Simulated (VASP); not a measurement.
Here is a VASP 6.6.1 calculation.

The input INCAR:

```
SYSTEM = CdS
ALGO     = Normal         ! electronic algorithm
EDIFF    = 1E-7           ! SCF threshold, eV
ENCUT    = 520            ! plane-wave cutoff, eV
GGA      = PE             ! functional
ISIF     = 2              ! what is computed and relaxed
ISMEAR   = -1             ! smearing method
LASPH    = .True.         ! aspherical terms in the spheres
LCHARG   = .False.        ! write CHGCAR
LREAL    = .False.        ! projectors in reciprocal space
LWAVE    = .False.        ! write WAVECAR
NBANDS   = 26             ! bands
NELM     = 60             ! most SCF steps
PREC     = Accurate       ! precision mode
SIGMA    = 0.01           ! smearing width, eV
```

The input KPOINTS:

```
k-points
0
Gamma
  7 7 4
  0 0 0
```

The input POSCAR:

```
CdS
1.0
    4.0789166881      0.0000000000      0.0000000000
   -2.0394583441      3.5324454719      0.0000000000
    0.0000000000      0.0000000000      6.6577861159
Cd S
2 2
Direct
    0.3333333333      0.6666666667      0.0000000000
    0.6666666667      0.3333333333      0.5000000000
    0.3333333333      0.6666666667      0.3850000000
    0.6666666667      0.3333333333      0.8850000000
```

Potentials or basis: VASP PAW PBE potentials, release 64 (Cd, S).

Command:

```bash
$ cat potpaw_PBE.64/Cd/POTCAR potpaw_PBE.64/S/POTCAR > POTCAR
$ mpirun -np 1 vasp_std > vasp.out
```

What does it give for the pressure?

5.8 GPa.

Predict the largest force.

0.314 eV/Å.

Predict the band gap on the k mesh.

1.32 eV, direct.

Stress tensor (GPa, compression positive):
```
6.81 0.00 0.00
0.00 6.81 0.00
0.00 0.00 3.87
```
